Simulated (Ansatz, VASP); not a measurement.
KCl: VASP beside Ansatz

```
K Cl
1.0
     0.00000    3.03850    3.03850
     3.03850    0.00000    3.03850
     3.03850    3.03850    0.00000
K Cl
1 1
Direct
  0.00000 0.00000 0.00000
  0.50000 0.50000 0.50000
```

Alike in both runs: functional LDA; k mesh 6 × 6 × 6; no spin polarisation.

Ansatz relaxed the structure, and its values are those at the end. VASP's run is a single point on that final structure, the one shown.

|  | VASP | Ansatz |
| --- | --- | --- |
| version | VASP 6.6.1 | Ansatz 0.2.0 |
| potentials or method | VASP PAW LDA potentials, release 64 (K_sv, Cl), cutoff 520 eV | scalar-relativistic, plane waves, PAW |
| occupations | gaussian, width 0.01 eV | fixed |
| valence electrons in the cell | 16 | 16 |

|  | VASP | Ansatz | Ansatz less VASP |
| --- | --- | --- | --- |
| gap on the k mesh at the Fermi level (eV) | 5.11 | 5.11 | -0.004 |
| least direct gap on the mesh (eV) | 5.11 | 5.11 | -0.004 |
| pressure (GPa) | 0.1 | 0.0 | -0.09 |

LDA's correlation is that of Perdew and Zunger in VASP and of Perdew and Wang (1992) in Ansatz.
